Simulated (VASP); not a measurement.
# Ca (I4/mmm) in VASP: a series of runs, part 2 of 2

VASP 6.6.1. Earlier steps stand in the parts before.

## Step 4: Single point, PBE (strain +0.050 along x and y, +0.025 along z)

INCAR

```
  ALGO = Fast
  EDIFF = 1E-6
  ENCUT = 520
  GGA = PE
  ISIF = 2
  ISMEAR = 0
  LASPH = T
  LCHARG = F
  LREAL = F
  LWAVE = F
  NBANDS = 11
  NELM = 80
  PREC = Accurate
  SIGMA = 0.15
```

KPOINTS

```
k-points
0
Gamma
  16 16 16
```

POSCAR

```
Ca
1.0
   -2.3154651488      2.3154651488      2.2510176802
    2.3154651488     -2.3154651488      2.2510176802
    2.3154651488      2.3154651488     -2.2510176802
Ca
1
Direct
    0.5000000000      0.5000000000      0.0000000000
```

Potentials or basis: VASP PAW PBE potentials, release 64 (Ca_sv).

Run with:

```bash
> cat potpaw_PBE.64/Ca_sv/POTCAR > POTCAR
> mpirun -np 1 vasp_std > vasp.out
```

OUTCAR:

```text
EDIFF = 1E-6
   ENCUT = 520
   GGA = PE
   ISIF = 2
   ISMEAR = 0
   LASPH = T
   LREAL = F
   NELM = 80
   PREC = Accurate

 ion  position               nearest neighbor table
   1  0.500  0.500  0.000-

  LATTYP: Found a body centered tetragonal cell.
 ALAT       =     4.6309302976
 C/A-ratio  =     0.9721665132

  Lattice vectors:

 A1 = (  -2.3154651488,   2.3154651488,   2.2510176802)
 A2 = (   2.3154651488,  -2.3154651488,   2.2510176802)
 A3 = (   2.3154651488,   2.3154651488,  -2.2510176802)

Analysis of symmetry for initial positions (statically):
=====================================================================
 Subroutine PRICEL returns:
 Original cell was already a primitive cell.

 Routine SETGRP: Setting up the symmetry group for a
 body centered tetragonal supercell.

 Subroutine GETGRP returns: Found 16 space group operations
 (whereof 16 operations were pure point group operations)
 out of a pool of 16 trial point group operations.

The static configuration has the point symmetry D_4h.

Analysis of symmetry for dynamics (positions and initial velocities):
=====================================================================
 Subroutine PRICEL returns:
 Original cell was already a primitive cell.

 Routine SETGRP: Setting up the symmetry group for a
 body centered tetragonal supercell.

 Subroutine GETGRP returns: Found 16 space group operations
 (whereof 16 operations were pure point group operations)
 out of a pool of 16 trial point group operations.

The dynamic configuration has the point symmetry D_4h.

 Subroutine INISYM returns: Found 16 space group operations
 (whereof 16 operations are pure point group operations),
 and found     1 'primitive' translations

----------------------------------------------------------------------------------------

                                     Primitive cell

  volume of cell :      48.2742

  direct lattice vectors                    reciprocal lattice vectors
    -2.315465149  2.315465149  2.251017680     0.000000000  0.215939333  0.222121756
     2.315465149 -2.315465149  2.251017680     0.215939333  0.000000000  0.222121756
     2.315465149  2.315465149 -2.251017680     0.215939333  0.215939333  0.000000000

  length of vectors
     3.973642952  3.973642952  3.973642952     0.309786814  0.309786814  0.305384333

  position of ions in fractional coordinates (direct lattice)
     0.500000000  0.500000000  0.000000000

  ion indices of the primitive-cell ions
   primitive index   ion index
                 1           1

----------------------------------------------------------------------------------------

 KPOINTS: k-points

Automatic generation of k-mesh.
 Grid dimensions read from file:
 generate k-points for:   16   16   16

 Generating k-lattice:

  Cartesian coordinates                     Fractional coordinates (reciprocal lattice)
     0.000000000  0.013496208  0.013882610     0.062500000 -0.000000000  0.000000000
     0.013496208  0.000000000  0.013882610    -0.000000000  0.062500000  0.000000000
     0.013496208  0.013496208  0.000000000     0.000000000  0.000000000  0.062500000

  Length of vectors
     0.019361676  0.019361676  0.019086521

  Shift w.r.t. Gamma in fractional coordinates (k-lattice)
     0.000000000  0.000000000  0.000000000

 Subroutine IBZKPT returns following result:
 ===========================================

 Found    349 irreducible k-points:

 Following reciprocal coordinates:
            Coordinates               Weight
  0.000000  0.000000  0.000000      1.000000
  0.062500  0.000000 -0.000000      8.000000
  0.125000  0.000000 -0.000000      8.000000
  0.187500  0.000000  0.000000      8.000000
  0.250000  0.000000 -0.000000      8.000000
  0.312500  0.000000 -0.000000      8.000000
[... 16 lines left out ...]
 -0.125000  0.062500  0.000000     16.000000
 -0.062500  0.062500  0.000000      4.000000
 [... further k-points ...]
   k-points           NKPTS =    349   k-points in BZ     NKDIM =    349   number of bands    NBANDS=     11
   number of dos      NEDOS =    301   number of ions     NIONS =      1
   total plane-waves  NPLWV =  27000
   dimension x,y,z NGX =    30 NGY =   30 NGZ =   30
   dimension x,y,z NGXF=    60 NGYF=   60 NGZF=   60
   ions per type =               1
   NGX,Y,Z   is equivalent  to a cutoff of  12.55, 12.55, 12.55 a.u.
   NGXF,Y,Z  is equivalent  to a cutoff of  25.10, 25.10, 25.10 a.u.
 SYSTEM =  unknown system
   PREC   = accura    normal or accurate (medium, high low for compatibility)
   ISTART =      0    job   : 0-new  1-cont  2-samecut
   ICHARG =      2    charge: 1-file 2-atom 10-const
   ISPIN  =      1    spin polarized calculation?
   LNONCOLLINEAR =      F non collinear calculations
   LSORBIT =      F    spin-orbit coupling
   LASPH  =      T    aspherical Exc in radial PAW
   ENCUT  =  520.0 eV  38.22 Ry    6.18 a.u.   7.39  7.39  7.39*2*pi/ulx,y,z
   NELM   =     80;   NELMIN=  2; NELMDL= -5     # of ELM steps
   EDIFF  = 0.1E-05   stopping-criterion for ELM
   LREAL  =      F    real-space projection
   EDIFFG = 0.1E-04   stopping-criterion for IOM
   NSW    =      0    number of steps for IOM
   IBRION =     -1    ionic relax: 0-MD 1-quasi-New 2-CG
   NFREE  =      0    steps in history (QN), initial steepest desc. (CG)
   ISIF   =      2    stress and relaxation
   ISYM   =      2    0-nonsym 1-usesym 2-fastsym
   POTIM  = 0.5000    time-step for ionic-motion
   TEBEG  =    0.0;   TEEND  =   0.0 temperature during run
   PSTRESS=    0.0 pullay stress
   NELECT =      10.0000    total number of electrons
   NUPDOWN=      -1.0000    fix difference up-down
   EMIN   =  10.00;   EMAX   =-10.00  energy-range for DOS
   EFERMI =   0.00;   METHOD = LEGACY
   ISMEAR =     0;   SIGMA  =   0.15  broadening in eV -4-tet -1-fermi 0-gaus
   EFERMI_NEDOS =   21; number of points for ismear=-14 and -15
   IALGO  =     68    algorithm
   IMIX   =      4    mixing-type and parameters
     AMIX     =   0.40;   BMIX     =  1.00
     AMIX_MAG =   1.60;   BMIX_MAG =  1.00
  volume/ion in A,a.u.               =      48.27       325.77
  Fermi-wavevector in a.u.,A,eV,Ry     =   0.968656  1.830495 12.766278  0.938295
  Thomas-Fermi vector in A             =   2.098644
   LORBIT       =      0    0 simple, 1 ext, 2 COOP (PROOUT), +10 PAW based schemes
   GGA     = PE    functional components
   LHFCALC =     F    Hartree Fock is set to
   AEXX    =    0.0000 exact exchange contribution
   IVDW    =     0    specifies the selected vdW correction
   LEPSILON=     F    determine dielectric tensor
   LRPA    =     F    only Hartree local field effects (RPA)
 non-spin polarized calculation
 RMM-DIIS sequential band-by-band and
 Gauss-broadening in eV      SIGMA  =   0.15
  energy-cutoff  :      520.00
  volume of cell :       48.27
 maximum number of plane-waves:      1325
 NGX is ok and might be reduce to    30
   NGX = 15   NGY = 15   NGZ = 15

 number of electron      10.0000000 magnetization

 number of electron       9.9999998 magnetization

 Free energy of the ion-electron system (eV)
  ---------------------------------------------------
  ext. energy  EPLUGINS =         0.00000000
  ---------------------------------------------------
  free energy    TOTEN  =        -1.88477511 eV

  energy without entropy =       -1.86715934  energy(sigma->0) =       -1.87596722

 E-fermi :   1.5021     XC(G=0):  -7.3325

 val. band max:        1.4993099470   @ k =   0.3750   0.1250   0.1250
 cond. band min:       1.5031073369   @ k =  -0.4375  -0.4375   0.1875
 fundamental gap:      0.0037973899
 Fermi energy:         1.5021211815

 k-point     1 :       0.0000    0.0000    0.0000
  band No.  band energies     occupation
      1     -40.8861      2.00000
      2     -21.8140      2.00000
      3     -21.8121      2.00000
      4     -21.8121      2.00000
      5      -2.3231      2.00000
      6       3.5241      0.00000
      7       3.6366      0.00000
      8       3.6366      0.00000
      9       4.4424      0.00000
     10       4.5786      0.00000
     11      10.9518      0.00000
[... 309 lines left out ...]
 k-point    24 :      -0.0625    0.0625    0.0000
  band No.  band energies     occupation
      1     -40.8859      2.00000
      2     -21.8153      2.00000
      3     -21.8151      2.00000
      4     -21.8120      2.00000
      5      -2.2609      2.00000
      6       3.5042      0.00000
      7       3.6021      0.00000
      8       3.6815      0.00000
      9       4.3976      0.00000
     10       4.5767      0.00000
     11      10.8128      0.00000

 [... further k-points ...]
[... 5 lines left out ...]
  --------------------------------------------------------------------------------------
  -------------------------------------------------------------------------------------
  Total       -0.5567448     -0.5567448     -0.5544939      0.0000000      0.0000000      0.0000000
  in kB      -18.4778470    -18.4778470    -18.4031413      0.0000000      0.0000000      0.0000000
  external PRESSURE =     -18.4529451 kB  Pullay stress =       0.0000000 kB

 VOLUME and BASIS-vectors are now :
 -----------------------------------------------------------------------------
  energy-cutoff  :      520.00
  volume of cell :       48.27
      direct lattice vectors                 reciprocal lattice vectors
    -2.315465149  2.315465149  2.251017680     0.000000000  0.215939333  0.222121756
     2.315465149 -2.315465149  2.251017680     0.215939333  0.000000000  0.222121756
     2.315465149  2.315465149 -2.251017680     0.215939333  0.215939333  0.000000000

 POSITION                                       TOTAL-FORCE (eV/Angst)
 -----------------------------------------------------------------------------------
      0.00000      0.00000      2.25102        -0.000000     -0.000000      0.000000
 -----------------------------------------------------------------------------------
    total drift:                                0.000000     -0.000000      0.000000

  FREE ENERGIE OF THE ION-ELECTRON SYSTEM (eV)
  ---------------------------------------------------
  free  energy   TOTEN  =        -1.8847751119 eV

  energy  without entropy=       -1.8671593362  energy(sigma->0) =       -1.87596722
```

stdout:

```text
POSCAR found type information on POSCAR Ca
 POSCAR found :  1 types and       1 ions
 scaLAPACK will be used
 LDA part: xc-table for (Slater+PW92), standard interpolation
 POSCAR, INCAR and KPOINTS ok, starting setup
 FFT: planning ... GRIDC
 FFT: planning ... GRID_SOFT
 FFT: planning ... GRID
 WAVECAR not read
 entering main loop
WARNING in EDDRMM: call to ZHEGV failed, returncode =   6  3      7
WARNING in EDDRMM: call to ZHEGV failed, returncode =   6  3      6
WARNING in EDDRMM: call to ZHEGV failed, returncode =   8  4     10
WARNING in EDDRMM: call to ZHEGV failed, returncode =   8  4      6
WARNING in EDDRMM: call to ZHEGV failed, returncode =   6  3      5
WARNING in EDDRMM: call to ZHEGV failed, returncode =   6  3     11
```

Run time: 80 s. Hardware: 1 thread of Intel Xeon 6975P-C (Granite Rapids), shared host; peak memory 0.3 GiB.

What came out:

* Free energy: -1.8848 eV
* Pressure: -1.8 GPa
* Band gap on the k mesh: zero (band 5 reaches 1.82 eV, above the bottom of band 6 at 1.33 eV)

Levels at points of the mesh, in eV from the Fermi level:
| k point | band 3 | band 4 | band 5 | band 6 | band 7 | band 8 |
| --- | --- | --- | --- | --- | --- | --- |
| (0.00, 0.00, 0.00) | -23.31 | -23.31 | -3.83 | 2.02 | 2.13 | 2.13 |
| (0.50, 0.00, 0.00) | -23.34 | -23.32 | -0.82 | -0.09 | 1.23 | 2.93 |
| (0.50, 0.50, 0.00) | -23.34 | -23.31 | -0.89 | -0.17 | 1.37 | 2.81 |
| (0.50, 0.50, 0.50) | -23.38 | -23.38 | 0.15 | 0.20 | 3.28 | 3.28 |

Caveat: the cell differs from its parent crystal (strain +0.050 along x and y, +0.025 along z).

## Step 5: The runs side by side

| cell | further INCAR settings | gap on the mesh (eV) | pressure (GPa) |
| --- | --- | --- | --- |
| a = 3.910 Å, angles 109.4, 109.4, 109.7°, 1 atom | ALGO = Fast; EDIFF = 1e-07; NBANDS = 11 | none | -1.3 |
| a = 3.942 Å, angles 110.0, 110.0, 108.4°, 1 atom | ALGO = Fast; EDIFF = 1e-07; NBANDS = 11 | none | -1.6 |
| a = 3.974 Å, angles 108.7, 108.7, 111.0°, 1 atom | ALGO = Fast; EDIFF = 1e-06; NBANDS = 11 | none | -1.8 |

Alike in all rows: task single point; level PBE; potentials or basis VASP PAW PBE potentials, release 64 (Ca_sv); no spin polarisation; k mesh 16 × 16 × 16; cutoff (eV) 520; smearing gaussian 0.15 eV.

Absolute energies hang on the potentials; compare differences alone.
